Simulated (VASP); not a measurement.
# Hf4F in VASP: notebook

Runs on Hf4F. Level: PBE. Tasks: single point.

All numbers are computed with VASP 6.6.1; they aren't measurements. Logs are shortened: lines on timing, memory, paths and dates and some standing lists are left out, and cuts for length are marked.

### Step 1. The cell of the first run

The cell holds a slab with vacuum, 5 atoms: a = 3.205 Å, b = 3.205 Å, c = 24.528 Å, α = 90.00°, β = 90.00°, γ = 120.00°.

### Step 2. Single point, PBE

INCAR reads:

```
PREC = Accurate ; ENCUT = 520
EDIFF = 1E-6 ; ISMEAR = 0
SIGMA = 0.1 ; LREAL = False
LASPH = True ; NELM = 100
ALGO = Normal ; ISIF = 2
LWAVE = False ; LCHARG = False
LDIPOL = True ; IDIPOL = 3
DIPOL = 0.5 0.5 0.369 ; GGA = PE
NBANDS = 32
```

KPOINTS reads:

```
Automatic mesh
0
Gamma
  9 9 1
```

POSCAR reads:

```
Hf4F
1.0
    3.2048170381      0.0000000000      0.0000000000
   -1.6024085190      2.7754529695      0.0000000000
    0.0000000000      0.0000000000     24.5281466259
Hf F
4 1
Direct
    0.6666666667      0.3333333333      0.1630779553
    0.3333333333      0.6666666667      0.2663815885
    0.6666666667      0.3333333333      0.3732987945
    0.3333333333      0.6666666667      0.4699966451
    0.6666666667      0.3333333333      0.5706972826
```

Potentials or basis: VASP PAW PBE potentials, release 64 (Hf_pv, F).

Launch:

```
$ cat potpaw_PBE.64/Hf_pv/POTCAR potpaw_PBE.64/F/POTCAR > POTCAR
$ mpirun -np 1 vasp_std > vasp.out
```

OUTCAR:

```text
PREC = Accurate
   ENCUT = 520
   EDIFF = 1E-6
   ISMEAR = 0
   LREAL = False
   LASPH = True
   NELM = 100
   ISIF = 2
   GGA = PE

 ion  position               nearest neighbor table
   1  0.667  0.333  0.163-   2 3.14   2 3.14   2 3.14
   2  0.333  0.667  0.266-   1 3.14   1 3.14   1 3.14   3 3.21   3 3.21   3 3.21
   3  0.667  0.333  0.373-   4 3.01   4 3.01   4 3.01   2 3.21   2 3.21   2 3.21
   4  0.333  0.667  0.470-   3 3.01   3 3.01   3 3.01
   5  0.667  0.333  0.571-

  LATTYP: Found a hexagonal cell.
 ALAT       =     3.2048170381
 C/A-ratio  =     7.6535247829

  Lattice vectors:

 A1 = (   3.2048170381,   0.0000000000,   0.0000000000)
 A2 = (  -1.6024085190,   2.7754529695,   0.0000000000)
 A3 = (   0.0000000000,   0.0000000000,  24.5281466259)

Analysis of symmetry for initial positions (statically):
=====================================================================
 Subroutine PRICEL returns:
 Original cell was already a primitive cell.

 Routine SETGRP: Setting up the symmetry group for a
 hexagonal supercell.

 Subroutine GETGRP returns: Found  6 space group operations
 (whereof  6 operations were pure point group operations)
 out of a pool of 24 trial point group operations.

The static configuration has the point symmetry C_3v.

Analysis of symmetry for dynamics (positions and initial velocities):
=====================================================================
 Subroutine PRICEL returns:
 Original cell was already a primitive cell.

 Routine SETGRP: Setting up the symmetry group for a
 hexagonal supercell.

 Subroutine GETGRP returns: Found  6 space group operations
 (whereof  6 operations were pure point group operations)
 out of a pool of 24 trial point group operations.

The dynamic configuration has the point symmetry C_3v.

 Subroutine INISYM returns: Found  6 space group operations
 (whereof  6 operations are pure point group operations),
 and found     1 'primitive' translations

----------------------------------------------------------------------------------------

                                     Primitive cell

  volume of cell :     218.1734

  direct lattice vectors                    reciprocal lattice vectors
     3.204817038  0.000000000  0.000000000     0.312030293  0.180150774  0.000000000
    -1.602408519  2.775452969  0.000000000     0.000000000  0.360301548  0.000000000
     0.000000000  0.000000000 24.528146626     0.000000000  0.000000000  0.040769489

  length of vectors
     3.204817038  3.204817038 24.528146626     0.360301548  0.360301548  0.040769489

  position of ions in fractional coordinates (direct lattice)
     0.666666667  0.333333333  0.163077955
     0.333333333  0.666666667  0.266381589
     0.666666667  0.333333333  0.373298795
     0.333333333  0.666666667  0.469996645
     0.666666667  0.333333333  0.570697283

  ion indices of the primitive-cell ions
   primitive index   ion index
                 1           1
                 2           2
                 3           3
                 4           4
                 5           5

----------------------------------------------------------------------------------------

 KPOINTS: Automatic mesh

Automatic generation of k-mesh.
 Grid dimensions read from file:
 generate k-points for:    9    9    1

 Generating k-lattice:

  Cartesian coordinates                     Fractional coordinates (reciprocal lattice)
     0.034670033  0.020016753  0.000000000     0.111111111 -0.000000000  0.000000000
     0.000000000  0.040033505  0.000000000     0.000000000  0.111111111  0.000000000
     0.000000000  0.000000000  0.040769489     0.000000000  0.000000000  1.000000000

  Length of vectors
     0.040033505  0.040033505  0.040769489

  Shift w.r.t. Gamma in fractional coordinates (k-lattice)
     0.000000000  0.000000000  0.000000000

 Subroutine IBZKPT returns following result:
 ===========================================

 Found     12 irreducible k-points:

 Following reciprocal coordinates:
            Coordinates               Weight
  0.000000  0.000000  0.000000      1.000000
  0.111111 -0.000000  0.000000      6.000000
  0.222222 -0.000000  0.000000      6.000000
  0.333333 -0.000000  0.000000      6.000000
  0.444444 -0.000000  0.000000      6.000000
  0.111111  0.111111  0.000000      6.000000
  0.222222  0.111111  0.000000     12.000000
  0.333333  0.111111  0.000000     12.000000
  0.444444  0.111111  0.000000      6.000000
  0.222222  0.222222  0.000000      6.000000
  0.333333  0.222222  0.000000     12.000000
  0.333333  0.333333  0.000000      2.000000
   k-points           NKPTS =     12   k-points in BZ     NKDIM =     12   number of bands    NBANDS=     32
   number of dos      NEDOS =    301   number of ions     NIONS =      5
   total plane-waves  NPLWV = 110592
   dimension x,y,z NGX =    24 NGY =   24 NGZ =  192
   dimension x,y,z NGXF=    48 NGYF=   48 NGZF=  384
   ions per type =               4   1
   NGX,Y,Z   is equivalent  to a cutoff of  12.45, 12.45, 13.01 a.u.
   NGXF,Y,Z  is equivalent  to a cutoff of  24.90, 24.90, 26.03 a.u.
 SYSTEM =  unknown system
   PREC   = accura    normal or accurate (medium, high low for compatibility)
   ISTART =      0    job   : 0-new  1-cont  2-samecut
   ICHARG =      2    charge: 1-file 2-atom 10-const
   ISPIN  =      1    spin polarized calculation?
   LNONCOLLINEAR =      F non collinear calculations
   LSORBIT =      F    spin-orbit coupling
   LASPH  =      T    aspherical Exc in radial PAW
   ENCUT  =  520.0 eV  38.22 Ry    6.18 a.u.   5.96  5.96 45.61*2*pi/ulx,y,z
   NELM   =    100;   NELMIN=  2; NELMDL= -5     # of ELM steps
   EDIFF  = 0.1E-05   stopping-criterion for ELM
   LREAL  =      F    real-space projection
   EDIFFG = 0.1E-04   stopping-criterion for IOM
   NSW    =      0    number of steps for IOM
   IBRION =     -1    ionic relax: 0-MD 1-quasi-New 2-CG
   NFREE  =      0    steps in history (QN), initial steepest desc. (CG)
   ISIF   =      2    stress and relaxation
   ISYM   =      2    0-nonsym 1-usesym 2-fastsym
   POTIM  = 0.5000    time-step for ionic-motion
   TEBEG  =    0.0;   TEEND  =   0.0 temperature during run
   PSTRESS=    0.0 pullay stress
   NELECT =      47.0000    total number of electrons
   NUPDOWN=      -1.0000    fix difference up-down
   EMIN   =  10.00;   EMAX   =-10.00  energy-range for DOS
   EFERMI =   0.00;   METHOD = LEGACY
   ISMEAR =     0;   SIGMA  =   0.10  broadening in eV -4-tet -1-fermi 0-gaus
   EFERMI_NEDOS =   21; number of points for ismear=-14 and -15
   IALGO  =     38    algorithm
   IMIX   =      4    mixing-type and parameters
     AMIX     =   0.40;   BMIX     =  1.00
     AMIX_MAG =   1.60;   BMIX_MAG =  1.00
  volume/ion in A,a.u.               =      43.63       294.46
  Fermi-wavevector in a.u.,A,eV,Ry     =   0.981387  1.854552 13.104041  0.963120
  Thomas-Fermi vector in A             =   2.112389
   LORBIT       =      0    0 simple, 1 ext, 2 COOP (PROOUT), +10 PAW based schemes
   GGA     = PE    functional components
   LHFCALC =     F    Hartree Fock is set to
   AEXX    =    0.0000 exact exchange contribution
   IVDW    =     0    specifies the selected vdW correction
   LEPSILON=     F    determine dielectric tensor
   LRPA    =     F    only Hartree local field effects (RPA)
 non-spin polarized calculation
 Gauss-broadening in eV      SIGMA  =   0.10
  energy-cutoff  :      520.00
  volume of cell :      218.17
 maximum number of plane-waves:      5922
 NGX is ok and might be reduce to    24
   NGX = 11   NGY = 11   NGZ = 91

 dipolmoment           0.000000      0.000000     -0.021540 electrons x Angstroem

 number of electron      47.0000011 magnetization

 dipolmoment           0.000000      0.000000      0.297567 electrons x Angstroem

 Free energy of the ion-electron system (eV)
  ---------------------------------------------------
  ext. energy  EPLUGINS =         0.00000000
  ---------------------------------------------------
  free energy    TOTEN  =       -41.45425142 eV

  energy without entropy =      -41.41941803  energy(sigma->0) =      -41.43683472

 E-fermi :  -2.1365     XC(G=0):  -5.8774

 val. band max:       -2.1420170075   @ k =   0.3333   0.2222   0.0000
 cond. band min:      -2.1345053588   @ k =   0.1111  -0.0000   0.0000
 fundamental gap:      0.0075116487
 Fermi energy:        -2.1365399023

 k-point     1 :       0.0000    0.0000    0.0000
  band No.  band energies     occupation
      1     -33.4432      2.00000
      2     -33.2560      2.00000
      3     -32.9915      2.00000
      4     -32.9915      2.00000
      5     -32.7553      2.00000
      6     -32.7553      2.00000
[... 24 lines left out ...]
     31      -0.4153      0.00000
     32      -0.4153      0.00000

 k-point     2 :       0.1111   -0.0000    0.0000
  band No.  band energies     occupation
      1     -33.4283      2.00000
      2     -33.2425      2.00000
      3     -33.0621      2.00000
      4     -33.0071      2.00000
      5     -32.8331      2.00000
      6     -32.7709      2.00000
[... 24 lines left out ...]
     31      -0.4597      0.00000
     32      -0.1414      0.00000
[... 313 lines left out ...]
     31       0.8821      0.00000
     32       1.4377      0.00000

 k-point    12 :       0.3333    0.3333    0.0000
  band No.  band energies     occupation
      1     -33.4000      2.00000
      2     -33.3732      2.00000
      3     -33.3066      2.00000
      4     -33.1551      2.00000
      5     -33.1361      2.00000
      6     -33.1311      2.00000
[... 24 lines left out ...]
     31       0.9757      0.00000
     32       1.5873      0.00000

------------------------ aborting loop because EDIFF is reached ----------------------------------------

 vacuum level on the upper side and lower side of the slab       (xc-potential included)         2.955        -2.974

  FORCE on cell =-STRESS in cart. coord.  units (eV):
  Direction    XX          YY          ZZ          XY          YZ          ZX
  --------------------------------------------------------------------------------------
  -------------------------------------------------------------------------------------
  Total       -1.4113558     -1.4113558     -9.8882708     -0.0000000      0.0000000     -0.0000000
  in kB      -10.3644261    -10.3644261    -72.6154591     -0.0000000      0.0000000     -0.0000000
  external PRESSURE =     -31.1147704 kB  Pullay stress =       0.0000000 kB

 VOLUME and BASIS-vectors are now :
 -----------------------------------------------------------------------------
  energy-cutoff  :      520.00
  volume of cell :      218.17
      direct lattice vectors                 reciprocal lattice vectors
     3.204817038  0.000000000  0.000000000     0.312030293  0.180150774  0.000000000
    -1.602408519  2.775452969  0.000000000     0.000000000  0.360301548  0.000000000
     0.000000000  0.000000000 24.528146626     0.000000000  0.000000000  0.040769489

 POSITION                                       TOTAL-FORCE (eV/Angst)
 -----------------------------------------------------------------------------------
      1.60241      0.92515      4.00000         0.000000     -0.000000      0.716260
     -0.00000      1.85030      6.53385         0.000000     -0.000000     -0.730946
      1.60241      0.92515      9.15633         0.000000     -0.000000     -0.282953
     -0.00000      1.85030     11.52815        -0.000000     -0.000000      3.861298
      1.60241      0.92515     13.99815        -0.000000      0.000000     -3.563658
 -----------------------------------------------------------------------------------
    total drift:                               -0.000000      0.000000     -0.000643

  FREE ENERGIE OF THE ION-ELECTRON SYSTEM (eV)
  ---------------------------------------------------
  free  energy   TOTEN  =       -41.4542514155 eV

  energy  without entropy=      -41.4194180266  energy(sigma->0) =      -41.43683472

 vacuum level on the upper side and lower side of the slab         8.292         2.236
```

Wall time 7.2 min (1 thread of Intel Xeon Platinum 8488C (Sapphire Rapids), shared host); peak memory 0.35 GiB.

What came out:

- Free energy: -41.4543 eV
- Largest force: 3.861 eV/Å

Forces on the atoms (eV/Å):
```
Hf   0.000  0.000  0.716
Hf   0.000  0.000 -0.731
Hf   0.000  0.000 -0.283
Hf   0.000  0.000  3.861
F    0.000  0.000 -3.564
```

Caveat: spin-orbit coupling is left out, which moves the levels of the heavy elements; an odd number of electrons without spin polarisation forces a metal; a magnetic or distorted state may lie lower.

### Step 3. Single point, PBE

INCAR reads:

```
SYSTEM = Hf4F
  PREC = Accurate
  ENCUT = 520
  EDIFF = 1E-6
  ISMEAR = 0
  SIGMA = 0.1
  LREAL = .False.
  LASPH = .True.
  NELM = 60
  ALGO = Normal
  ISIF = 2
  LWAVE = .False.
  LCHARG = .True.
  LDIPOL = .True.
  IDIPOL = 3
  DIPOL = 0.5 0.5 0.359
  GGA = PE
  LELF = .True.
  LVHAR = .True.
  LVACPOTAV = .True.
  NBANDS = 32
```

KPOINTS reads:

```
Automatic mesh
0
Gamma
  9 9 1
  0 0 0
```

POSCAR, as its differences from that of step 2:

```diff
@@ -12,2 +12,2 @@
     0.3333333333      0.6666666667      0.4699966451
-    0.6666666667      0.3333333333      0.5706972826
+    0.6666666667      0.3333333333      0.5242200653
```

Potentials or basis: VASP PAW PBE potentials, release 64 (Hf_pv, F).

Launch:

```
$ cat potpaw_PBE.64/Hf_pv/POTCAR potpaw_PBE.64/F/POTCAR > POTCAR
$ mpirun -np 1 vasp_std > vasp.out
```

It took 4 min on 1 thread of Intel Xeon Platinum 8488C (Sapphire Rapids), shared host; peak memory 0.35 GiB.

It converged, with:

| Quantity | Value |
| --- | --- |
| Free energy | -44.5740 eV |
| Largest force | 0.762 eV/Å |

Forces in eV/Å, atoms in the order of the input:
```
Hf   0.000  0.000  0.724
Hf   0.000  0.000 -0.762
Hf   0.000  0.000 -0.593
Hf   0.000  0.000  0.120
F    0.000  0.000  0.512
```

Levels at points of the mesh, in eV from the Fermi level:
| k point | band 20 | band 21 | band 22 | band 23 | band 24 | band 25 | band 26 | band 27 | band 28 | band 29 |
| --- | --- | --- | --- | --- | --- | --- | --- | --- | --- | --- |
| (0.00, 0.00, 0.00) | -2.81 | -0.13 | 0.25 | 0.70 | 1.05 | 1.05 | 1.18 | 1.18 | 1.29 | 1.29 |

Caveat: spin-orbit coupling is left out, which moves the levels of the heavy elements; an odd number of electrons without spin polarisation forces a metal; a magnetic or distorted state may lie lower.

### Step 4. Single point, PBE

INCAR reads:

```
SYSTEM = Hf4F
PREC     = Accurate       ! precision mode
ENCUT    = 520            ! plane-wave cutoff, eV
EDIFF    = 1E-6           ! SCF threshold, eV
ISMEAR   = 0              ! smearing method
SIGMA    = 0.1            ! smearing width, eV
LREAL    = .False.        ! projectors in reciprocal space
LASPH    = .True.         ! aspherical terms in the spheres
NELM     = 100            ! most SCF steps
ALGO     = Normal         ! electronic algorithm
ISIF     = 2              ! what is computed and relaxed
LWAVE    = .False.        ! write WAVECAR
LCHARG   = .False.        ! write CHGCAR
LDIPOL   = .True.       
IDIPOL   = 3            
DIPOL    = 0.5 0.5 0.366
GGA      = PE             ! functional
NBANDS   = 32             ! bands
```

KPOINTS reads:

```
regular mesh
0
Gamma
  9 9 1
  0 0 0
```

POSCAR, as its differences from that of step 3:

```diff
@@ -12,2 +12,2 @@
     0.3333333333      0.6666666667      0.4699966451
-    0.6666666667      0.3333333333      0.5242200653
+    0.6666666667      0.3333333333      0.5552048768
```

Launch:

```
$ cat potpaw_PBE.64/Hf_pv/POTCAR potpaw_PBE.64/F/POTCAR > POTCAR
$ mpirun -np 1 vasp_std > vasp.out
```

Wall time 7.8 min (1 thread of Intel Xeon Platinum 8488C (Sapphire Rapids), shared host); peak memory 0.35 GiB.

Results (log left out):

| Property | Result |
| --- | --- |
| Free energy | -42.8810 eV |
| Largest force | 4.140 eV/Å |

Forces in eV/Å, atoms in the order of the input:
```
Hf   0.000  0.000  0.716
Hf   0.000  0.000 -0.741
Hf   0.000  0.000 -0.354
Hf   0.000  0.000  4.140
F    0.000  0.000 -3.761
```

Levels at points of the mesh, in eV from the Fermi level:
| k point | band 19 | band 20 | band 21 | band 22 | band 23 | band 24 | band 25 | band 26 | band 27 | band 28 |
| --- | --- | --- | --- | --- | --- | --- | --- | --- | --- | --- |
| (0.00, 0.00, 0.00) | -1.79 | -1.79 | -0.13 | 0.27 | 0.69 | 0.97 | 0.97 | 1.15 | 1.15 | 1.28 |

Caveat: spin-orbit coupling is left out, which moves the levels of the heavy elements; an odd number of electrons without spin polarisation forces a metal; a magnetic or distorted state may lie lower.
